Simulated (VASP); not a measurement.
A run of VASP 6.6.1:

File INCAR:

```
SYSTEM = La
PREC = Accurate
ENCUT = 520
EDIFF = 1E-7
ISMEAR = -1
SIGMA = 0.05
LREAL = .FALSE.
LASPH = .TRUE.
NELM = 100
ALGO = Normal
ISIF = 2
LWAVE = .FALSE.
LCHARG = .FALSE.
GGA = PE
NBANDS = 12
```

KPOINTS

```
Automatic mesh
0
G
  13 13 13
  0 0 0
```

The input POSCAR:

```
La
1.0
   -2.0213658751      2.0213658751      2.0213658751
    2.0213658751     -2.0213658751      2.0213658751
    2.0213658751      2.0213658751     -2.0213658751
La
1
Direct
    0.0000000000      0.0000000000      0.0000000000
```

Potentials or basis: VASP PAW PBE potentials, release 64 (La).

Run with:

```sh
$ cat potpaw_PBE.64/La/POTCAR > POTCAR
$ mpirun -np 1 vasp_std > vasp.out
```

Hardware: 1 thread of AMD EPYC 7R43 64-Core Processor (Zen 3), on a shared host.

Q: How long does it take, and how much memory?

A: It took 38 s on 1 thread of AMD EPYC 7R43 64-Core Processor (Zen 3), on a shared host, peak memory 0.16 GiB. Counts: scf iterations 13, k points 84.
